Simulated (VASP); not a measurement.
# As10Se12S3: single point with PBE+D3(BJ)

System: As10Se12S3.

```
As S Se
1.0
     8.81865    0.24058    0.29228
     0.24058    8.95843    0.22055
     0.29228    0.22055    8.85651
As S Se
10 3 12
Direct
  0.05169 0.64018 0.68071
  0.26427 0.95015 0.98963
  0.69698 0.68140 0.53883
  0.09974 0.90033 0.60531
  0.53085 0.44124 0.46711
  0.57057 0.46559 0.12543
  0.78242 0.56653 0.79484
  0.88172 0.33514 0.63560
  0.24936 0.23565 0.85444
  0.59693 0.10786 0.40188
  0.58433 0.88795 0.08583
  0.13950 0.28261 0.63462
  0.33000 0.65112 0.30313
  0.93308 0.04658 0.41732
  0.00098 0.92625 0.92383
  0.82552 0.49063 0.14462
  0.73252 0.10862 0.16572
  0.52096 0.86019 0.83911
  0.33418 0.60811 0.92292
  0.34095 0.66716 0.55500
  0.95344 0.53480 0.44035
  0.17292 0.97942 0.30547
  0.18138 0.43106 0.04764
  0.49493 0.25046 0.70723
  0.37233 0.20896 0.30969
```

```yaml
Program: VASP 6.6.1
Task: single point
Functional: PBE
Dispersion: D3(BJ)
Potentials_or_basis: VASP PAW PBE potentials, release 64 (As, S, Se)
Cutoff: 400 eV
k_mesh: 1 × 1 × 1, shifted
Occupations: fermi-dirac, width 0.05 eV
Spin: no spin polarisation
Dipole_correction: no
Further_INCAR_settings: LREAL = Auto; ALGO = Normal; EDIFF = 1e-06; NBANDS = 88; ISYM = -1
```

The pressure is -2.2 GPa. The largest force is 1.281 eV/Å and the dispersion energy per atom is -0.297 eV.

Forces on the atoms (eV/Å):
```
As  -0.390 -0.234  0.082
As  -0.350 -0.215 -0.426
As   0.091 -1.275  0.069
As  -0.035  0.911  0.900
As   0.009 -0.019  0.470
As  -0.278  0.128  0.186
As  -0.272 -0.020 -0.529
As  -0.578  0.252 -0.078
As   0.369 -0.206  0.197
As   0.265 -0.263  0.622
S    0.123  0.291 -0.729
S    0.031  0.082  0.233
S    0.355  0.361 -0.091
Se  -0.232 -0.081  0.340
Se   0.696 -0.147 -0.635
Se  -0.463 -0.004  0.010
Se  -0.421 -0.384 -1.007
Se   0.378  0.554  0.793
Se   0.481  0.539  0.422
Se   0.523 -0.486 -0.477
Se  -0.106  0.347  0.549
Se   0.640  0.027 -0.347
Se  -0.023 -0.402 -0.361
Se   0.127  0.218  0.354
Se  -0.939  0.026 -0.547
```

Stress tensor (GPa, compression positive):
```
-1.66 -0.18  0.11
-0.18 -2.19 -0.58
 0.11 -0.58 -2.79
```

Levels at points of the mesh, in eV from the Fermi level:
| k point | band 67 | band 68 | band 69 | band 70 | band 71 | band 72 | band 73 | band 74 |
| --- | --- | --- | --- | --- | --- | --- | --- | --- |
| (0.25, 0.25, 0.25) | -0.65 | -0.54 | -0.41 | -0.21 | 0.21 | 0.46 | 0.63 | 0.74 |

It took 99 s on 1 thread of Intel(R) Xeon(R) Platinum 8259CL CPU @ 2.50GHz (Skylake/Cascade Lake) (shared host), peak memory 0.47 GiB.

Caveat: the atoms stand as in a frame of molecular dynamics.
